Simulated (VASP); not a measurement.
# SiW6 in VASP: a series of runs, part 2 of 2

VASP 6.6.1. The steps go on from the part before.

### Step 3. Single point, PBE+D3(BJ)

INCAR reads:

```
SYSTEM = SiW6
PREC     = Accurate       ! precision mode
ENCUT    = 520            ! plane-wave cutoff, eV
EDIFF    = 1E-6           ! SCF threshold, eV
ISMEAR   = 0              ! smearing method
SIGMA    = 0.1            ! smearing width, eV
LREAL    = .False.        ! projectors in reciprocal space
LASPH    = .True.         ! aspherical terms in the spheres
NELM     = 60             ! most SCF steps
ALGO     = Normal         ! electronic algorithm
ISIF     = 2              ! what is computed and relaxed
LWAVE    = .False.        ! write WAVECAR
LCHARG   = .True.         ! write CHGCAR
LDIPOL   = .True.       
IDIPOL   = 3            
DIPOL    = 0.5 0.5 0.322
GGA      = PE             ! functional
IVDW     = 12             ! dispersion correction
LELF     = .True.         ! ELF
LVHAR    = .True.       
LVACPOTAV= .True.       
NBANDS   = 53             ! bands
```

KPOINTS reads:

```
regular mesh
0
Gamma
  6 6 1
  0 0 0
```

POSCAR reads:

```
SiW6
1.0
    4.4682526324      0.0000000000      0.0000000000
   -2.2341263162      3.8696202902      0.0000000000
    0.0000000000      0.0000000000     21.7259061349
W Si
6 1
Direct
    0.6666666667      0.3333333333      0.1841119986
    0.3333333333      0.6666666667      0.2260931360
    0.0000000000      0.0000000000      0.2680742733
    0.6666666667      0.3333333333      0.3070897866
    0.3333333333      0.6666666667      0.3466976876
    0.0000000000      0.0000000000      0.3832248047
    0.0000000000      0.6666666667      0.5397200035
```

Potentials or basis: VASP PAW PBE potentials, release 64 (W_sv, Si).

On the command line:

```bash
$ cat potpaw_PBE.64/W_sv/POTCAR potpaw_PBE.64/Si/POTCAR > POTCAR
$ mpirun -np 1 vasp_std > vasp.out
```

OUTCAR:

```text
SYSTEM = SiW6
   PREC = Accurate
   ENCUT = 520
   EDIFF = 1E-6
   ISMEAR = 0
   LREAL = .False.
   LASPH = .True.
   NELM = 60
   ISIF = 2
   GGA = PE
   IVDW = 12
 IVDW          = 12

 ion  position               nearest neighbor table
   1  0.667  0.333  0.184-   4 2.67   2 2.74   2 2.74   2 2.74   3 3.16   3 3.16   3 3.16
   2  0.333  0.667  0.226-   5 2.62   3 2.74   3 2.74   3 2.74   1 2.74   1 2.74   1 2.74   4 3.12
                             4 3.12   4 3.12
   3  0.000  0.000  0.268-   6 2.50   4 2.72   4 2.72   4 2.72   2 2.74   2 2.74   2 2.74   5 3.09
                             5 3.09   5 3.09   1 3.16   1 3.16   1 3.16
   4  0.667  0.333  0.307-   1 2.67   3 2.72   3 2.72   3 2.72   5 2.72   5 2.72   5 2.72   6 3.06
                             6 3.06   6 3.06   2 3.12   2 3.12   2 3.12
   5  0.333  0.667  0.347-   2 2.62   6 2.70   6 2.70   6 2.70   4 2.72   4 2.72   4 2.72   3 3.09
                             3 3.09   3 3.09
   6  0.000  0.000  0.383-   3 2.50   5 2.70   5 2.70   5 2.70   4 3.06   4 3.06   4 3.06
   7  0.000  0.667  0.540-

  LATTYP: Found a hexagonal cell.
 ALAT       =     4.4682526324
 C/A-ratio  =     4.8622824004
[... 197 lines left out ...]

 k-point     1 :       0.0000    0.0000    0.0000
  band No.  band energies     occupation
      1     -73.6843      2.00000
      2     -73.5581      2.00000
      3     -73.5343      2.00000
      4     -73.4818      2.00000
      5     -73.3857      2.00000
      6     -73.3245      2.00000
[... 1109 lines left out ...]
     52       1.7848      0.00000
     53       1.9024      0.00000

------------------------ aborting loop because EDIFF is reached ----------------------------------------

 Edisp (eV)   -2.80171

 E8    (eV) :    -1.4708

  FORCE on cell =-STRESS in cart. coord.  units (eV):
  Direction    XX          YY          ZZ          XY          YZ          ZX
  --------------------------------------------------------------------------------------
  -------------------------------------------------------------------------------------
  Total       2.59315     2.83526     2.06738     0.04970     0.00132     0.38731
  in kB      11.05996    12.09261     8.81752     0.21196     0.00563     1.65193
  external pressure =       10.66 kB  Pullay stress =        0.00 kB

 VOLUME and BASIS-vectors are now :
 -----------------------------------------------------------------------------
  energy-cutoff  :      520.00
  volume of cell :      375.65
      direct lattice vectors                 reciprocal lattice vectors
     4.468252632  0.000000000  0.000000000     0.223801133  0.129211644  0.000000000
    -2.234126316  3.869620290  0.000000000     0.000000000  0.258423288  0.000000000
     0.000000000  0.000000000 21.725906135     0.000000000  0.000000000  0.046028000

 POSITION                                       TOTAL-FORCE (eV/Angst)
 -----------------------------------------------------------------------------------
      2.23413      1.28987      4.00000         0.053673     -0.025716      2.088024
     -0.00000      2.57975      4.91208        -0.010180      0.034825     -0.996247
      0.00000      0.00000      5.82416         0.013010     -0.019770     -1.994037
      2.23413      1.28987      6.67180        -0.112098      0.008211     -3.742895
     -0.00000      2.57975      7.53232        -0.133115      0.102989     -0.095008
      0.00000      0.00000      8.32591         0.092787     -0.116631      5.756698
     -1.48942      2.57975     11.72591         0.095925      0.016092     -1.016536
 -----------------------------------------------------------------------------------
    total drift:                               -0.000002     -0.000033      0.000226

  FREE ENERGIE OF THE ION-ELECTRON SYSTEM (eV)
  ---------------------------------------------------
  free  energy   TOTEN  =       -74.5523757659 eV

  energy  without entropy=      -74.5040032456  energy(sigma->0) =      -74.52818951

 vacuum level on the upper side and lower side of the slab         4.828         4.261
```

OSZICAR:

```text
N       E                     dE             d eps       ncg     rms          rms(c)
DAV:   1     0.981283049063E+03    0.98128E+03   -0.53267E+04  2672   0.150E+03
DAV:   2    -0.298676568707E+02   -0.10112E+04   -0.99432E+03  2433   0.450E+02
DAV:   3    -0.757282045337E+02   -0.45861E+02   -0.44497E+02  2611   0.930E+01
[... 25 lines left out ...]
DAV:  29    -0.717506570585E+02   -0.14735E-04   -0.86873E-07  1488   0.317E-03    0.268E-03
DAV:  30    -0.717506635986E+02   -0.65401E-05   -0.11121E-06  1512   0.324E-03    0.141E-03
DAV:  31    -0.717506670468E+02   -0.34482E-05   -0.51083E-07  1480   0.217E-03    0.678E-04
DAV:  32    -0.717506686140E+02   -0.15672E-05   -0.23529E-07  1424   0.112E-03    0.503E-04
DAV:  33    -0.717506691827E+02   -0.56872E-06   -0.86261E-08  1400   0.863E-04
   1 F= -.74552376E+02 E0= -.74528190E+02  d E =-.483725E-01
```

stdout:

```text
POSCAR found type information on POSCAR W Si
 POSCAR found :  2 types and       7 ions
 scaLAPACK will be used
 LDA part: xc-table for (Slater+PW92), standard interpolation
 POSCAR, INCAR and KPOINTS ok, starting setup
 FFT: planning ... GRIDC
 FFT: planning ... GRID_SOFT
 FFT: planning ... GRID
 WAVECAR not read
 entering main loop
 -----------------------------------------------------------------------------
|                                                                             |
|           W    W    AA    RRRRR   N    N  II  N    N   GGGG   !!!           |
|           W    W   A  A   R    R  NN   N  II  NN   N  G    G  !!!           |
|           W    W  A    A  R    R  N N  N  II  N N  N  G       !!!           |
|           W WW W  AAAAAA  RRRRR   N  N N  II  N  N N  G  GGG   !            |
|           WW  WW  A    A  R   R   N   NN  II  N   NN  G    G                |
|           W    W  A    A  R    R  N    N  II  N    N   GGGG   !!!           |
|                                                                             |
|     Did not find any points to average over, which means that no vacuum     |
|     field-free region was found. Please increase the size of  your cell     |
|     in the dimension of the dipole correction to obtain accurate            |
|     workfunction values.                                                    |
|                                                                             |
 -----------------------------------------------------------------------------
```

Wall time 22 min (1 thread of Oxide Virtual Turin-like, shared host); peak memory 0.65 GiB.

Results:

- Free energy: -74.5524 eV
- Largest force: 5.759 eV/Å
- Band gap on the k mesh: zero (bands 44 and 45 overlap by 0.24 eV)
- Dispersion energy per atom: -0.400 eV

Forces in eV/Å, atoms in the order of the input:
```
W    0.054 -0.026  2.088
W   -0.010  0.035 -0.996
W    0.013 -0.020 -1.994
W   -0.112  0.008 -3.743
W   -0.133  0.103 -0.095
W    0.093 -0.117  5.757
Si   0.096  0.016 -1.017
```

Caveat: spin-orbit coupling is left out, which moves the levels of the heavy elements.

### Step 4. Single point, PBE+D3(BJ)

INCAR reads:

```
ALGO = Normal
DIPOL = 0.5 0.5 0.322
EDIFF = 1E-6
ENCUT = 520
GGA = PE
IDIPOL = 3
ISIF = 2
ISMEAR = 0
IVDW = 12
LASPH = T
LCHARG = F
LDIPOL = T
LREAL = F
LWAVE = F
NBANDS = 53
NELM = 60
PREC = Accurate
SIGMA = 0.1
```

KPOINTS reads:

```
k-points
0
Gamma
  6 6 1
```

POSCAR: that of step 3 with these lines changed.

```diff
@@ -14,2 +14,2 @@
     0.0000000000      0.0000000000      0.3832248047
-    0.0000000000      0.6666666667      0.5397200035
+    0.0000000000      0.8888888889      0.5397200035
```

Potentials or basis: VASP PAW PBE potentials, release 64 (W_sv, Si).

On the command line:

```bash
$ cat potpaw_PBE.64/W_sv/POTCAR potpaw_PBE.64/Si/POTCAR > POTCAR
$ mpirun -np 1 vasp_std > vasp.out
```

OUTCAR:

```text
EDIFF = 1E-6
   ENCUT = 520
   GGA = PE
   ISIF = 2
   ISMEAR = 0
   IVDW = 12
   LASPH = T
   LREAL = F
   NELM = 60
   PREC = Accurate
 IVDW          = 12

 ion  position               nearest neighbor table
   1  0.667  0.333  0.184-   4 2.67   2 2.74   2 2.74   2 2.74   3 3.16   3 3.16   3 3.16
   2  0.333  0.667  0.226-   5 2.62   3 2.74   3 2.74   3 2.74   1 2.74   1 2.74   1 2.74   4 3.12
                             4 3.12   4 3.12
   3  0.000  0.000  0.268-   6 2.50   4 2.72   4 2.72   4 2.72   2 2.74   2 2.74   2 2.74   5 3.09
                             5 3.09   5 3.09   1 3.16   1 3.16   1 3.16
   4  0.667  0.333  0.307-   1 2.67   3 2.72   3 2.72   3 2.72   5 2.72   5 2.72   5 2.72   6 3.06
                             6 3.06   6 3.06   2 3.12   2 3.12   2 3.12
   5  0.333  0.667  0.347-   2 2.62   6 2.70   6 2.70   6 2.70   4 2.72   4 2.72   4 2.72   3 3.09
                             3 3.09   3 3.09
   6  0.000  0.000  0.383-   3 2.50   5 2.70   5 2.70   5 2.70   4 3.06   4 3.06   4 3.06
   7  0.000  0.889  0.540-

  LATTYP: Found a hexagonal cell.
 ALAT       =     4.4682526324
 C/A-ratio  =     4.8622824004

  Lattice vectors:

 A1 = (   4.4682526324,   0.0000000000,   0.0000000000)
 A2 = (  -2.2341263162,   3.8696202902,   0.0000000000)
 A3 = (   0.0000000000,   0.0000000000,  21.7259061349)
[... 1309 lines left out ...]
     52       1.7403      0.00000
     53       1.8576      0.00000

------------------------ aborting loop because EDIFF is reached ----------------------------------------

 vacuum level on the upper side and lower side of the slab       (xc-potential included)         0.155        -0.523

 Edisp (eV)   -2.74830

 E8    (eV) :    -1.4419

  FORCE on cell =-STRESS in cart. coord.  units (eV):
  Direction    XX          YY          ZZ          XY          YZ          ZX
  --------------------------------------------------------------------------------------
  -------------------------------------------------------------------------------------
  Total      -8.23463    -8.06668    -7.72160     0.03956     0.04831     0.02832
  in kB     -35.12131   -34.40498   -32.93320     0.16871     0.20603     0.12077
  external pressure =      -34.15 kB  Pullay stress =        0.00 kB

 VOLUME and BASIS-vectors are now :
 -----------------------------------------------------------------------------
  energy-cutoff  :      520.00
  volume of cell :      375.65
      direct lattice vectors                 reciprocal lattice vectors
     4.468252632  0.000000000  0.000000000     0.223801133  0.129211644  0.000000000
    -2.234126316  3.869620290  0.000000000     0.000000000  0.258423288  0.000000000
     0.000000000  0.000000000 21.725906135     0.000000000  0.000000000  0.046028000

 POSITION                                       TOTAL-FORCE (eV/Angst)
 -----------------------------------------------------------------------------------
      2.23413      1.28987      4.00000         0.029750     -0.040253      2.161483
     -0.00000      2.57975      4.91208        -0.001757      0.023003     -0.603968
      0.00000      0.00000      5.82416         0.011675     -0.015179     -2.070955
      2.23413      1.28987      6.67180        -0.051429      0.039871      0.002991
     -0.00000      2.57975      7.53232        -0.080894      0.093256      0.269432
      0.00000      0.00000      8.32591         0.083622     -0.116905      1.799015
     -1.98589      3.43966     11.72591         0.009033      0.016207     -1.557999
 -----------------------------------------------------------------------------------
    total drift:                               -0.000072      0.000107      0.000197

  FREE ENERGIE OF THE ION-ELECTRON SYSTEM (eV)
  ---------------------------------------------------
  free  energy   TOTEN  =       -74.5674048527 eV

  energy  without entropy=      -74.5197975363  energy(sigma->0) =      -74.54360119

 vacuum level on the upper side and lower side of the slab         4.756         4.057
```

Wall time 25 min (1 thread of Oxide Virtual Turin-like, shared host); peak memory 0.63 GiB.

Results:

| Quantity | Value |
| --- | --- |
| Free energy | -74.5674 eV |
| Largest force | 2.162 eV/Å |
| Band gap on the k mesh | zero (bands 44 and 45 overlap by 0.24 eV) |
| Dispersion energy per atom | -0.393 eV |

Forces on the atoms (eV/Å):
```
W    0.030 -0.040  2.161
W   -0.002  0.023 -0.604
W    0.012 -0.015 -2.071
W   -0.051  0.040  0.003
W   -0.081  0.093  0.269
W    0.084 -0.117  1.799
Si   0.009  0.016 -1.558
```

Caveat: spin-orbit coupling is left out, which moves the levels of the heavy elements.

### Step 5. The runs side by side

| cell | gap on the mesh (eV) | largest force (eV/Å) |
| --- | --- | --- |
| as given, atomic positions A | none | 5.54 |
| as given, atomic positions B | none | 5.76 |
| as given, atomic positions C | none | 2.16 |

Alike in all rows: task single point; level PBE+D3(BJ); potentials or basis VASP PAW PBE potentials, release 64 (W_sv, Si); no spin polarisation; k mesh 6 × 6 × 1; cutoff (eV) 520; smearing gaussian 0.1 eV.

Caveats: spin-orbit coupling is left out, which moves the levels of the heavy elements.

Absolute energies hang on the potentials; compare differences alone.
